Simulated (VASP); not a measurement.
Input of a VASP 6.6.1 run:

File INCAR:

```
ALGO     = Normal         # electronic algorithm
EDIFF    = 1E-6           # SCF threshold, eV
ENCUT    = 520            # plane-wave cutoff, eV
GGA      = PE             # functional
ISIF     = 2              # what is computed and relaxed
ISMEAR   = 0              # smearing method
LASPH    = T              # aspherical terms in the spheres
LCHARG   = F              # write CHGCAR
LREAL    = F              # projectors in reciprocal space
LWAVE    = F              # write WAVECAR
NBANDS   = 23             # bands
NELM     = 100            # most SCF steps
PREC     = Accurate       # precision mode
SIGMA    = 0.1            # smearing width, eV
```

File KPOINTS:

```
k-points
0
Gamma
  4 4 4
```

Contents of POSCAR:

```
BaAs
1.0
    2.1344094600     -6.1073581800      0.0000000000
    2.1344094600      6.1073581800      0.0000000000
    0.0000000000      0.0000000000      4.7142446400
Ba As
2 2
Direct
    0.3565043900      0.6434956100      0.2500000000
    0.6434956100      0.3565043900      0.7500000000
    0.8868549900      0.1131450100      0.7500000000
    0.1131450100      0.8868549900      0.2500000000
```

Potentials or basis: VASP PAW PBE potentials, release 64 (Ba_sv, As).

Run with:

```bash
$ cat potpaw_PBE.64/Ba_sv/POTCAR potpaw_PBE.64/As/POTCAR > POTCAR
$ mpirun -np 1 vasp_std > vasp.out
```

(1) Estimate the pressure.

(2) What does it give for the band gap on the k mesh?

(3) Predict the largest force.

Answers

(1) 7.5 GPa.

(2) zero (bands 15 and 16 overlap by 1.24 eV).

(3) 1.521 eV/Å.

Caveat: the k points lie up to 0.39 Å⁻¹ apart, too coarse for converged energies and pressures of a metal; spin-orbit coupling is left out, which moves the levels of the heavy elements; forces of over 1 eV/Å act on the atoms, so gaps and moduli don't describe the material at rest.
